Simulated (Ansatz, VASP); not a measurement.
# One calculation of Cd4Se, two programs

```
Cd Se
1.0
     4.19781   -4.25331    0.00000
     4.19781    4.25331    0.00000
     0.00000    0.00000    3.73458
Cd Se
4 1
Direct
  0.32695 0.32695 0.00000
  0.25949 0.74051 0.50000
  0.74051 0.25949 0.50000
  0.67305 0.67305 0.00000
  0.00000 0.00000 0.00000
```

Change from the starting cell: species swapped into the OsCl4 type (Cmmm, No. 65).

Alike in both runs: task relaxation of cell and atoms; functional PBE; k mesh 6 × 6 × 8; occupations gaussian, width 0.1 eV; no spin polarisation.

|  | VASP | Ansatz |
| --- | --- | --- |
| version | VASP 6.6.1 | Ansatz 0.2.0 |
| potentials or method | VASP PAW PBE potentials, release 64 (Cd, Se), cutoff 600 eV | scalar-relativistic, plane waves, PAW |
| valence electrons in the cell | 54 | 96 |

|  | VASP | Ansatz | Ansatz less VASP |
| --- | --- | --- | --- |
| gap on the k mesh at the Fermi level, each at its own relaxed structure (eV) | none | none | - |
| relaxed volume (Å³/atom) | 26.63 | 26.53 | -0.106 |
| relaxed cell length with the largest relative difference (Å) | 3.651 | 3.643 | -0.0083 |

A gap of «none» marks a metal or a gap that the smearing closes. VASP's potentials hold 54 valence electrons a cell and Ansatz's 96, so a difference there can come from the potentials and not from the codes.
